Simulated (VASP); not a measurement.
The system is BaS.

```
S Ba
1.0
     0.00000    3.21890    3.21890
     3.21890    0.00000    3.21890
     3.21890    3.21890    0.00000
S Ba
1 1
Cartesian
  3.2189 3.2189 3.2189
  0.0000 0.0000 0.0000
```

Base run:

```yaml
Program: VASP 6.6.1
Functional: PBE
Potentials_or_basis: VASP PAW PBE potentials, release 64 (S, Ba_sv)
Cutoff: 520 eV
k_mesh: 5 × 5 × 5
Occupations: fermi-dirac, width 0.1 eV
Spin: collinear spin, zero start
Starting_moments: "[0.0, 0.0] μB"
```

Its results: band gap on the k mesh 2.26 eV (least direct gap 2.42 eV); pressure 0.4 GPa; net moment 0.00 μB per cell.

**Question.** The run is repeated on the same cell with these changes: k mesh from 5 × 5 × 5 to 8 × 8 × 8; dispersion from none to D3(BJ). What comes out?

**Answer.** Band gap on the k mesh 2.15 eV (least direct gap 2.29 eV); pressure -1.0 GPa; net moment 0.00 μB per cell.

Several settings changed at once.

Caveats: spin-orbit coupling is left out, which moves the levels of the heavy elements; an odd mesh through Γ misses points on the zone boundary, where band edges can lie (at least some runs); three body term missing (at least some runs).
